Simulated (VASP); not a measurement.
La: single point with PBE

Crystal: La.

```
CELL_PARAMETERS angstrom
-2.11748 2.11748 2.11748
2.11748 -2.11748 2.11748
2.11748 2.11748 -2.11748
ATOMIC_POSITIONS crystal
La 0.00000 0.00000 0.00000
```

```yaml
Program: VASP 6.6.1
Task: single point
Functional: PBE
Potentials_or_basis: VASP PAW PBE potentials, release 64 (La)
Cutoff: 520 eV
k_mesh: 12 × 12 × 12
Occupations: fermi-dirac, width 0.1 eV
Spin: no spin polarisation
```

```yaml
Pressure: 0.0 GPa
```

Levels at points of the mesh, in eV from the Fermi level:
```
           k point  band 1  band 2  band 3  band 4  band 5  band 6  band 7  band 8  band 9  band 10
(0.00, 0.00, 0.00)  -32.92  -15.95  -15.95  -15.95   -3.20    1.46    1.46    1.46    1.49     1.49
(0.50, 0.00, 0.00)  -32.73  -17.24  -16.35  -15.97   -1.78   -0.18    1.49    1.55    1.81     2.07
(0.50, 0.50, 0.50)  -32.60  -16.82  -16.82  -16.82   -1.82   -1.82    1.63    1.78    1.78     1.78
```

Run time: 50 s on 1 thread of Intel(R) Xeon(R) Platinum 8375C CPU @ 2.90GHz (Ice Lake), with other jobs on the host, peak memory 0.19 GiB.

Caveat: spin-orbit coupling is left out, which moves the levels of the heavy elements.
